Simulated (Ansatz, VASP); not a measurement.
# One calculation of AgCl, two programs

```
Ag Cl
1.0
     0.00000    2.73500    2.73500
     2.73500    0.00000    2.73500
     2.73500    2.73500    0.00000
Ag Cl
1 1
Direct
  0.00000 0.00000 0.00000
  0.50000 0.50000 0.50000
```

Alike in both runs: task single point; functional r2SCAN; k mesh 8 × 8 × 8; occupations fermi-dirac, width 0.05 eV; no spin polarisation.

|  | VASP | Ansatz |
| --- | --- | --- |
| version | VASP 6.6.1 | Ansatz 0.2.0 |
| potentials or method | VASP PAW PBE potentials, release 64 (Ag, Cl) | Ansatz PAW |
| plane-wave cutoff (eV) | 520 | 500 |
| valence electrons in the cell | 18 | 26 |

|  | VASP | Ansatz | Ansatz less VASP |
| --- | --- | --- | --- |
| gap on the k mesh at the Fermi level (eV) | 1.43 | 1.48 | +0.053 |
| least direct gap on the mesh (eV) | 3.85 | 3.90 | +0.045 |
| pressure (GPa) | 2.2 | 2.3 | +0.07 |

VASP's potentials were made for PBE, not for r2SCAN. VASP's potentials hold 18 valence electrons a cell and Ansatz's 26, so a difference there can come from the potentials and not from the codes.
